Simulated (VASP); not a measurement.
Runs of VASP 6.6.1 on GaN. The structure is that of space group P6_3mc (No. 186), or close to it. The cells are those of the table. 

| potentials or basis | cell | k mesh | cutoff (eV) | smearing | second run | gap on the mesh (eV) | pressure (GPa) |
| --- | --- | --- | --- | --- | --- | --- | --- |
| VASP PAW LDA potentials, release 64 (Ga_d, N) | a = 3.152, b = 3.152, c = 5.138 Å, angles 90.0, 90.0, 120.0°, 4 atoms | 14 × 14 × 8 | 520 | fermi-dirac 0.1 eV | - | 2.15 | (a) |
| VASP PAW LDA potentials, release 64 (Ga_d, N) | a = 3.168, b = 3.168, c = 5.126 Å, angles 90.0, 90.0, 120.0°, 4 atoms | 8 × 8 × 4 | 520 | gaussian 0.01 eV | - | 2.12 | (b) |
| VASP PAW LDA potentials, release 64 (Ga_d, N_h) | a = 3.120, b = 3.120, c = 5.164 Å, angles 90.0, 90.0, 120.0°, 4 atoms | 8 × 8 × 4 | 910 | gaussian 0.01 eV | hard_potentials | 2.18 | 4.2 |
| VASP PAW LDA potentials, release 64 (Ga_d, N) | a = 3.089, b = 3.089, c = 5.189 Å, angles 90.0, 90.0, 120.0°, 4 atoms | 8 × 8 × 4 | 520 | gaussian 0.01 eV | - | 2.20 | 7.8 |

Alike in all rows: task single point; level LDA; no spin polarisation.

Question: Estimate the missing entries.

Answer: (a) 1.1; (b) -0.4.

Caveats: the cutoff is under 1.25 times the usual one of these potentials, so pressure, stress and relaxed cells hold a basis-set (Pulay) error (some runs).

A k mesh can miss the band edges, and the runs leave out spin-orbit coupling on Ga.
